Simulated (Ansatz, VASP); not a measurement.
## Bi2Te3 in VASP and in Ansatz

```
CELL_PARAMETERS angstrom
4.46881 0.00000 0.00000
-2.23441 3.87011 0.00000
0.00000 0.00000 32.46592
ATOMIC_POSITIONS crystal
Bi 0.66667 0.33333 0.23101
Bi 0.00000 0.00000 0.46539
Bi 0.33333 0.66667 0.53461
Bi 0.66667 0.33333 0.76899
Te 0.00000 0.00000 0.28619
Te 0.33333 0.66667 0.34820
Te 0.66667 0.33333 0.41020
Te 0.66667 0.33333 0.58980
Te 0.00000 0.00000 0.65180
Te 0.33333 0.66667 0.71380
```

Alike in both runs: task single point; functional PBE; k mesh 9 × 9 × 1; occupations gaussian, width 0.1 eV; no spin polarisation.

```csv
,VASP,Ansatz
version,VASP 6.6.1,Ansatz 0.2.0
potentials or method,"VASP PAW PBE potentials, release 64 (Bi_d, Te), cutoff 520 eV","scalar-relativistic, plane waves, PAW"
valence electrons in the cell,96,156
```

VASP gave:

- gap on the k mesh at the Fermi level (eV): none
- rms of the force components (eV/Å): 0.133

Problem. Estimate Ansatz's values.

Solution. gap on the k mesh at the Fermi level (eV): none; rms of the force components (eV/Å): 0.137.

A gap of «none» marks a metal or a gap that the smearing closes. With one functional, cell and mesh, what is left measures potentials, basis and numerics. VASP's potentials hold 96 valence electrons a cell and Ansatz's 156, so a difference there can come from the potentials and not from the codes. Ansatz's warnings: structure snapped to symmetry.

Spin-orbit coupling is off throughout.
